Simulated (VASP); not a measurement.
# TiAl3 (I4/mmm) in VASP: notebook

The runs below take TiAl3 through single point, with LDA.

All numbers are computed with VASP 6.6.1; they aren't measurements. Logs are shortened: lines on timing, memory, paths and dates and some standing lists are left out, and cuts for length are marked.

### 1 The cell of the first run

The structure is tetragonal, space group I4/mmm (No. 139). The conventional cell has a = 3.565 Å, b = 3.565 Å, c = 8.005 Å, α = 90.00°, β = 90.00°, γ = 90.00°. Ti (site symmetry 4/mmm) has 12 Al at 2.52 to 2.68 Å within 3.3 Å. Within 3.3 Å of Al (site symmetry 4/mmm) lie 4 Ti at 2.52 Å and 8 Al at 2.68 Å. Al (site symmetry -4m2) has 8 Al at 2.52 to 2.68 Å and 4 Ti at 2.68 Å within 3.3 Å.

### 2 Single point, LDA (volume 12.719 Å^3 an atom, c/a of the conventional cell 2.2451)

File INCAR:

```
PREC = Accurate ; ENCUT = 520
EDIFF = 1E-7 ; ISMEAR = 0
SIGMA = 0.15 ; LREAL = False
LASPH = True ; NELM = 60
ALGO = Fast ; ISIF = 2
LWAVE = False ; LCHARG = True
GGA = CA ; LELF = True
LVHAR = True ; NBANDS = 18
```

File KPOINTS:

```
Automatic mesh
0
Gamma
  16 16 16
```

File POSCAR:

```
TiAl3
1.0
   -1.7826752749      1.7826752749      4.0022893691
    1.7826752749     -1.7826752749      4.0022893691
    1.7826752749      1.7826752749     -4.0022893691
Ti Al
1 3
Direct
    0.0000000000      0.0000000000      0.0000000000
    0.5000000000      0.5000000000      0.0000000000
    0.7500000000      0.2500000000      0.5000000000
    0.2500000000      0.7500000000      0.5000000000
```

Potentials or basis: VASP PAW LDA potentials, release 64 (Ti_sv, Al).

Command:

```
$ cat potpaw_LDA.64/Ti_sv/POTCAR potpaw_LDA.64/Al/POTCAR > POTCAR
$ mpirun -np 1 vasp_std > vasp.out
```

OUTCAR:

```text
PREC = Accurate
   ENCUT = 520
   EDIFF = 1E-7
   ISMEAR = 0
   LREAL = False
   LASPH = True
   NELM = 60
   ISIF = 2
   GGA = CA

 ion  position               nearest neighbor table
   1  0.000  0.000  0.000-   2 2.52   2 2.52   2 2.52   2 2.52   4 2.68   3 2.68   4 2.68   3 2.68
                             3 2.68   3 2.68   4 2.68   4 2.68
   2  0.500  0.500  0.000-   1 2.52   1 2.52   1 2.52   1 2.52   4 2.68   3 2.68   4 2.68   3 2.68
                             4 2.68   4 2.68   3 2.68   3 2.68
   3  0.750  0.250  0.500-   4 2.52   4 2.52   4 2.52   4 2.52   2 2.68   1 2.68   2 2.68   1 2.68
                             2 2.68   2 2.68   1 2.68   1 2.68
   4  0.250  0.750  0.500-   3 2.52   3 2.52   3 2.52   3 2.52   2 2.68   1 2.68   2 2.68   1 2.68
                             1 2.68   1 2.68   2 2.68   2 2.68

  LATTYP: Found a body centered tetragonal cell.
 ALAT       =     3.5653505498
 C/A-ratio  =     2.2451028662

  Lattice vectors:

 A1 = (  -1.7826752749,   1.7826752749,   4.0022893691)
 A2 = (   1.7826752749,  -1.7826752749,   4.0022893691)
 A3 = (   1.7826752749,   1.7826752749,  -4.0022893691)

Analysis of symmetry for initial positions (statically):
=====================================================================
 Subroutine PRICEL returns:
 Original cell was already a primitive cell.

 Routine SETGRP: Setting up the symmetry group for a
 body centered tetragonal supercell.

 Subroutine GETGRP returns: Found 16 space group operations
 (whereof 16 operations were pure point group operations)
 out of a pool of 16 trial point group operations.

The static configuration has the point symmetry D_4h.

Analysis of symmetry for dynamics (positions and initial velocities):
=====================================================================
 Subroutine PRICEL returns:
 Original cell was already a primitive cell.

 Routine SETGRP: Setting up the symmetry group for a
 body centered tetragonal supercell.

 Subroutine GETGRP returns: Found 16 space group operations
 (whereof 16 operations were pure point group operations)
 out of a pool of 16 trial point group operations.

The dynamic configuration has the point symmetry D_4h.

 Subroutine INISYM returns: Found 16 space group operations
 (whereof 16 operations are pure point group operations),
 and found     1 'primitive' translations

----------------------------------------------------------------------------------------

                                     Primitive cell

  volume of cell :      50.8760

  direct lattice vectors                    reciprocal lattice vectors
    -1.782675275  1.782675275  4.002289369     0.000000000  0.280477329  0.124928498
     1.782675275 -1.782675275  4.002289369     0.280477329  0.000000000  0.124928498
     1.782675275  1.782675275 -4.002289369     0.280477329  0.280477329  0.000000000

  length of vectors
     4.730135565  4.730135565  4.730135565     0.307041792  0.307041792  0.396654843

  position of ions in fractional coordinates (direct lattice)
     0.000000000  0.000000000  0.000000000
     0.500000000  0.500000000  0.000000000
     0.750000000  0.250000000  0.500000000
     0.250000000  0.750000000  0.500000000

  ion indices of the primitive-cell ions
   primitive index   ion index
                 1           1
                 2           2
                 3           3
                 4           4

----------------------------------------------------------------------------------------

 KPOINTS: Automatic mesh

Automatic generation of k-mesh.
 Grid dimensions read from file:
 generate k-points for:   16   16   16

 Generating k-lattice:

  Cartesian coordinates                     Fractional coordinates (reciprocal lattice)
     0.000000000  0.017529833  0.007808031     0.062500000  0.000000000 -0.000000000
     0.017529833  0.000000000  0.007808031     0.000000000  0.062500000 -0.000000000
     0.017529833  0.017529833  0.000000000     0.000000000  0.000000000  0.062500000

  Length of vectors
     0.019190112  0.019190112  0.024790928

  Shift w.r.t. Gamma in fractional coordinates (k-lattice)
     0.000000000  0.000000000  0.000000000

 Subroutine IBZKPT returns following result:
 ===========================================

 Found    349 irreducible k-points:

 Following reciprocal coordinates:
            Coordinates               Weight
  0.000000  0.000000  0.000000      1.000000
  0.062500  0.000000  0.000000      8.000000
  0.125000  0.000000  0.000000      8.000000
  0.187500 -0.000000  0.000000      8.000000
  0.250000  0.000000  0.000000      8.000000
  0.312500  0.000000  0.000000      8.000000
[... 16 lines left out ...]
 -0.125000  0.062500  0.000000     16.000000
 -0.062500  0.062500  0.000000      4.000000
 [... further k-points ...]
   k-points           NKPTS =    349   k-points in BZ     NKDIM =    349   number of bands    NBANDS=     18
   number of dos      NEDOS =    301   number of ions     NIONS =      4
   total plane-waves  NPLWV =  46656
   dimension x,y,z NGX =    36 NGY =   36 NGZ =   36
   dimension x,y,z NGXF=    72 NGYF=   72 NGZF=   72
   ions per type =               1   3
   NGX,Y,Z   is equivalent  to a cutoff of  12.65, 12.65, 12.65 a.u.
   NGXF,Y,Z  is equivalent  to a cutoff of  25.31, 25.31, 25.31 a.u.
 SYSTEM =  unknown system
   PREC   = accura    normal or accurate (medium, high low for compatibility)
   ISTART =      0    job   : 0-new  1-cont  2-samecut
   ICHARG =      2    charge: 1-file 2-atom 10-const
   ISPIN  =      1    spin polarized calculation?
   LNONCOLLINEAR =      F non collinear calculations
   LSORBIT =      F    spin-orbit coupling
   LASPH  =      T    aspherical Exc in radial PAW
   ENCUT  =  520.0 eV  38.22 Ry    6.18 a.u.   8.79  8.79  8.79*2*pi/ulx,y,z
   NELM   =     60;   NELMIN=  2; NELMDL= -5     # of ELM steps
   EDIFF  = 0.1E-06   stopping-criterion for ELM
   LREAL  =      F    real-space projection
   EDIFFG = 0.1E-05   stopping-criterion for IOM
   NSW    =      0    number of steps for IOM
   IBRION =     -1    ionic relax: 0-MD 1-quasi-New 2-CG
   NFREE  =      0    steps in history (QN), initial steepest desc. (CG)
   ISIF   =      2    stress and relaxation
   ISYM   =      2    0-nonsym 1-usesym 2-fastsym
   POTIM  = 0.5000    time-step for ionic-motion
   TEBEG  =    0.0;   TEEND  =   0.0 temperature during run
   PSTRESS=    0.0 pullay stress
   NELECT =      21.0000    total number of electrons
   NUPDOWN=      -1.0000    fix difference up-down
   EMIN   =  10.00;   EMAX   =-10.00  energy-range for DOS
   EFERMI =   0.00;   METHOD = LEGACY
   ISMEAR =     0;   SIGMA  =   0.15  broadening in eV -4-tet -1-fermi 0-gaus
   EFERMI_NEDOS =   21; number of points for ismear=-14 and -15
   IALGO  =     68    algorithm
   IMIX   =      4    mixing-type and parameters
     AMIX     =   0.40;   BMIX     =  1.00
     AMIX_MAG =   1.60;   BMIX_MAG =  1.00
  volume/ion in A,a.u.               =      12.72        85.83
  Fermi-wavevector in a.u.,A,eV,Ry     =   1.218925  2.303434 20.215235  1.485778
  Thomas-Fermi vector in A             =   2.354195
   LORBIT       =      0    0 simple, 1 ext, 2 COOP (PROOUT), +10 PAW based schemes
   GGA     = CA    functional components
   LHFCALC =     F    Hartree Fock is set to
   AEXX    =    0.0000 exact exchange contribution
   IVDW    =     0    specifies the selected vdW correction
   LEPSILON=     F    determine dielectric tensor
   LRPA    =     F    only Hartree local field effects (RPA)
 non-spin polarized calculation
 RMM-DIIS sequential band-by-band and
 Gauss-broadening in eV      SIGMA  =   0.15
  energy-cutoff  :      520.00
  volume of cell :       50.88
 maximum number of plane-waves:      1391
   NGX = 17   NGY = 17   NGZ = 17

 number of electron      20.9999999 magnetization

 Free energy of the ion-electron system (eV)
  ---------------------------------------------------
  ext. energy  EPLUGINS =         0.00000000
  ---------------------------------------------------
  free energy    TOTEN  =       -22.03034894 eV

  energy without entropy =      -22.01405817  energy(sigma->0) =      -22.02220355

 E-fermi :  10.3785     XC(G=0): -11.8552

 val. band max:       10.3779755840   @ k =   0.5000   0.5000   0.3125
 cond. band min:      10.3892587347   @ k =  -0.3750  -0.4375   0.3750
 fundamental gap:      0.0112831507
 Fermi energy:        10.3784692259

 k-point     1 :       0.0000    0.0000    0.0000
  band No.  band energies     occupation
      1     -44.7425      2.00000
      2     -21.5108      2.00000
      3     -21.5108      2.00000
      4     -21.4369      2.00000
      5      -0.7839      2.00000
      6       7.2864      2.00000
[... 10 lines left out ...]
     17      15.2557      0.00000
     18      15.3993      0.00000

 k-point     2 :       0.0625    0.0000    0.0000
  band No.  band energies     occupation
      1     -44.7424      2.00000
      2     -21.5136      2.00000
      3     -21.5106      2.00000
      4     -21.4368      2.00000
      5      -0.7265      2.00000
      6       6.9871      2.00000
[... 10 lines left out ...]
     17      15.3825      0.00000
     18      15.5847      0.00000

 k-point     3 :       0.1250    0.0000    0.0000
  band No.  band energies     occupation
      1     -44.7419      2.00000
      2     -21.5217      2.00000
      3     -21.5102      2.00000
      4     -21.4365      2.00000
      5      -0.5554      2.00000
      6       6.5941      2.00000
[... 10 lines left out ...]
     17      15.4559      0.00000
     18      16.2971      0.00000

 k-point     4 :       0.1875   -0.0000    0.0000
  band No.  band energies     occupation
      1     -44.7411      2.00000
      2     -21.5338      2.00000
      3     -21.5095      2.00000
      4     -21.4361      2.00000
      5      -0.2732      2.00000
      6       6.1664      2.00000
[... 10 lines left out ...]
     17      15.6973      0.00000
     18      17.1976      0.00000

 k-point     5 :       0.2500    0.0000    0.0000
  band No.  band energies     occupation
      1     -44.7402      2.00000
      2     -21.5480      2.00000
      3     -21.5086      2.00000
      4     -21.4355      2.00000
      5       0.1152      2.00000
      6       5.6338      2.00000
[... 10 lines left out ...]
     17      16.1240      0.00000
     18      17.2790      0.00000

 k-point     6 :       0.3125    0.0000    0.0000
  band No.  band energies     occupation
      1     -44.7393      2.00000
      2     -21.5622      2.00000
      3     -21.5078      2.00000
      4     -21.4350      2.00000
      5       0.6035      2.00000
      6       4.9512      2.00000
[... 10 lines left out ...]
     17      16.3547      0.00000
     18      16.8609      0.00000

 k-point     7 :       0.3750   -0.0000    0.0000
  band No.  band energies     occupation
      1     -44.7386      2.00000
      2     -21.5742      2.00000
      3     -21.5071      2.00000
      4     -21.4346      2.00000
      5       1.1831      2.00000
      6       4.1724      2.00000
[... 10 lines left out ...]
     17      16.2298      0.00000
     18      17.2699      0.00000

 k-point     8 :       0.4375    0.0000    0.0000
  band No.  band energies     occupation
      1     -44.7381      2.00000
      2     -21.5822      2.00000
      3     -21.5066      2.00000
      4     -21.4343      2.00000
      5       1.8417      2.00000
      6       3.3724      2.00000
[... 10 lines left out ...]
     17      16.1907      0.00000
     18      17.8495      0.00000
[... 229 lines left out ...]
     17      16.5436      0.00000
     18      16.8587      0.00000

 k-point    20 :      -0.3125    0.0625    0.0000
  band No.  band energies     occupation
      1     -44.7392      2.00000
      2     -21.5618      2.00000
      3     -21.5104      2.00000
      4     -21.4343      2.00000
      5       0.5705      2.00000
      6       5.1249      2.00000
[... 10 lines left out ...]
     17      16.0474      0.00000
     18      16.8412      0.00000

 k-point    21 :      -0.2500    0.0625   -0.0000
  band No.  band energies     occupation
      1     -44.7401      2.00000
      2     -21.5477      2.00000
      3     -21.5113      2.00000
      4     -21.4348      2.00000
      5       0.0985      2.00000
      6       5.8529      2.00000
[... 10 lines left out ...]
     17      16.0348      0.00000
     18      16.7710      0.00000

 k-point    22 :      -0.1875    0.0625   -0.0000
  band No.  band energies     occupation
      1     -44.7410      2.00000
      2     -21.5336      2.00000
      3     -21.5122      2.00000
      4     -21.4354      2.00000
      5      -0.2722      2.00000
      6       6.4684      2.00000
[... 10 lines left out ...]
     17      15.7857      0.00000
     18      17.1568      0.00000

 k-point    23 :      -0.1250    0.0625    0.0000
  band No.  band energies     occupation
      1     -44.7417      2.00000
      2     -21.5216      2.00000
      3     -21.5129      2.00000
      4     -21.4360      2.00000
      5      -0.5358      2.00000
      6       6.9666      2.00000
[... 10 lines left out ...]
     17      15.5607      0.00000
     18      16.2953      0.00000

 k-point    24 :      -0.0625    0.0625    0.0000
  band No.  band energies     occupation
      1     -44.7422      2.00000
      2     -21.5138      2.00000
      3     -21.5131      2.00000
      4     -21.4365      2.00000
      5      -0.6881      2.00000
      6       7.3689      2.00000
[... 10 lines left out ...]
     17      15.4356      0.00000
     18      15.5967      0.00000

 [... further k-points ...]

------------------------ aborting loop because EDIFF is reached ----------------------------------------

  FORCE on cell =-STRESS in cart. coord.  units (eV):
  Direction    XX          YY          ZZ          XY          YZ          ZX
  --------------------------------------------------------------------------------------
  -------------------------------------------------------------------------------------
  Total        9.4036411      9.4036411      9.0374847      0.0000000     -0.0000000      0.0000000
  in kB      296.1376787    296.1376787    284.6067513      0.0000000     -0.0000000      0.0000000
  external PRESSURE =     292.2940362 kB  Pullay stress =       0.0000000 kB

 VOLUME and BASIS-vectors are now :
 -----------------------------------------------------------------------------
  energy-cutoff  :      520.00
  volume of cell :       50.88
      direct lattice vectors                 reciprocal lattice vectors
    -1.782675275  1.782675275  4.002289369     0.000000000  0.280477329  0.124928498
     1.782675275 -1.782675275  4.002289369     0.280477329  0.000000000  0.124928498
     1.782675275  1.782675275 -4.002289369     0.280477329  0.280477329  0.000000000

 POSITION                                       TOTAL-FORCE (eV/Angst)
 -----------------------------------------------------------------------------------
      0.00000      0.00000      0.00000        -0.000000      0.000000     -0.000000
      0.00000      0.00000      4.00229        -0.000000      0.000000     -0.000000
     -0.00000      1.78268      2.00114        -0.000000     -0.000000     -0.000000
      1.78268     -0.00000      2.00114         0.000000      0.000000      0.000000
 -----------------------------------------------------------------------------------
    total drift:                               -0.000000      0.000000      0.000000

  FREE ENERGIE OF THE ION-ELECTRON SYSTEM (eV)
  ---------------------------------------------------
  free  energy   TOTEN  =       -22.0303489388 eV

  energy  without entropy=      -22.0140581701  energy(sigma->0) =      -22.02220355
```

It took 7.2 min on 1 thread of Intel Xeon 6975P-C (Granite Rapids), shared host; peak memory 0.4 GiB.

What came out:

| Quantity | Value |
| --- | --- |
| Free energy | -22.0303 eV |
| Pressure | 29.2 GPa |

### 3 Single point, LDA (volume 12.719 Å^3 an atom, c/a of the conventional cell 2.1283)

File INCAR:

```
SYSTEM = TiAl3
PREC = Accurate
ENCUT = 520
EDIFF = 1E-6
ISMEAR = 0
SIGMA = 0.15
LREAL = .False.
LASPH = .True.
NELM = 60
ALGO = Fast
ISIF = 2
LWAVE = .False.
LCHARG = .True.
GGA = CA
LELF = .True.
LVHAR = .True.
NBANDS = 18
```

File KPOINTS:

```
regular mesh
0
Gamma
  16 16 16
  0 0 0
```

File POSCAR:

```
TiAl3
1.0
   -1.8147078063      1.8147078063      3.8622426242
    1.8147078063     -1.8147078063      3.8622426242
    1.8147078063      1.8147078063     -3.8622426242
Ti Al
1 3
Direct
    0.0000000000      0.0000000000      0.0000000000
    0.5000000000      0.5000000000      0.0000000000
    0.7500000000      0.2500000000      0.5000000000
    0.2500000000      0.7500000000      0.5000000000
```

Potentials or basis: VASP PAW LDA potentials, release 64 (Ti_sv, Al).

Command:

```
$ cat potpaw_LDA.64/Ti_sv/POTCAR potpaw_LDA.64/Al/POTCAR > POTCAR
$ mpirun -np 1 vasp_std > vasp.out
```

Wall time 5.7 min (1 thread of Intel Xeon 6975P-C (Granite Rapids), shared host); peak memory 0.4 GiB.

It converged, with:

| Property | Result |
| --- | --- |
| Free energy | -21.9609 eV |
| Pressure | 29.3 GPa |

Stress tensor (GPa, compression positive):
```
24.99  0.00  0.00
 0.00 24.99  0.00
 0.00  0.00 37.91
```

Levels at points of the mesh, in eV from the Fermi level:
| k point | band 9 | band 10 | band 11 | band 12 | band 13 | band 14 |
| --- | --- | --- | --- | --- | --- | --- |
| (0.00, 0.00, 0.00) | -1.66 | -1.66 | 0.87 | 1.98 | 1.98 | 2.40 |
| (0.50, 0.00, 0.00) | -1.43 | -0.25 | 0.46 | 2.15 | 2.19 | 3.34 |
| (0.50, 0.50, 0.00) | -2.88 | -2.16 | -1.09 | 2.13 | 2.30 | 3.57 |
| (0.50, 0.50, 0.50) | -1.10 | -0.36 | 0.71 | 0.71 | 1.12 | 3.61 |
